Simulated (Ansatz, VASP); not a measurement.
One calculation of CaSe, two programs

Contents of INCAR:

```
PREC = Accurate ; ENCUT = 520
EDIFF = 1E-6 ; ISMEAR = 0
SIGMA = 0.01 ; LREAL = F
LASPH = T ; NELM = 150
ALGO = Normal ; ISIF = 2
LWAVE = F ; LCHARG = T
MAGMOM = 0 0 0 0 0 0 ; LORBIT = 11
LSORBIT = T ; GGA_COMPAT = F
LORBMOM = T ; GGA = PS
LVHAR = T ; NBANDS = 28
```

File KPOINTS:

```
Automatic mesh
0
Gamma
  8 8 8
```

POSCAR

```
CaSe
1.0
    2.9344505834      2.9344505834      0.0000000000
   -2.9344505834      2.9344505834      0.0000000000
    0.0000000000      2.9344505834      2.9344505834
Ca Se
1 1
Direct
    0.0000000000      0.0000000000      0.0000000000
    0.5000000000      0.5000000000      0.0000000000
```

Input for Ansatz:

```yaml
crystal:
  lattice:
    - [2.9344505834, 2.9344505834, 0.0]
    - [-2.9344505834, 2.9344505834, 0.0]
    - [0.0, 2.9344505834, 2.9344505834]
  atoms:
    - { symbol: Ca, position: [0.0, 0.0, 0.0] }
    - { symbol: Se, position: [0.5, 0.5, 0.0] }
kpoints:
  mp_grid: { grid: [8, 8, 8] }
scf:
  occupations: { method: fixed }
  convergence: { dr2_threshold: 1.0e-10 }
hamiltonian:
  xc: pbesol
  pseudopotentials: { kind: all_electron, lapw: { basis_error: 0.0005 } }
magnetization:
  noncollinear: true
  spin_orbit: true
output:
  forces: true
  stress: true
  eigenstates:
    kpoints:
      - [0.0, 0.0, 0.0]
      - [-0.5, 0.5, 0.0]
      - [-0.5, -0.5, -0.5]
      - [0.0, 0.0, -0.5]
      - [0.0, -0.5, -0.5]
      - [0.0, 0.5, 0.0]
      - [-0.5, 0.0, 0.0]
      - [-0.5, 0.0, -0.5]
  eigenvalues: true
```

Change from the starting cell: unstrained.

Alike in both runs: task single point; functional PBEsol; k mesh 8 × 8 × 8; non-collinear spin, spin-orbit coupling.

```csv
,VASP,Ansatz
version,VASP 6.6.1,Ansatz 0.2.0
potentials or method,"VASP PAW PBE potentials, release 64 (Ca_sv, Se), cutoff 520 eV",all-electron LAPW
occupations,"gaussian, width 0.01 eV",fixed
```

|  | VASP | Ansatz | Ansatz less VASP |
| --- | --- | --- | --- |
| pressure (GPa) | 0.2 | 0.0 | -0.22 |

VASP's potentials were made for PBE, not for PBEsol. Ansatz ran all-electron here, and VASP with PAW potentials.
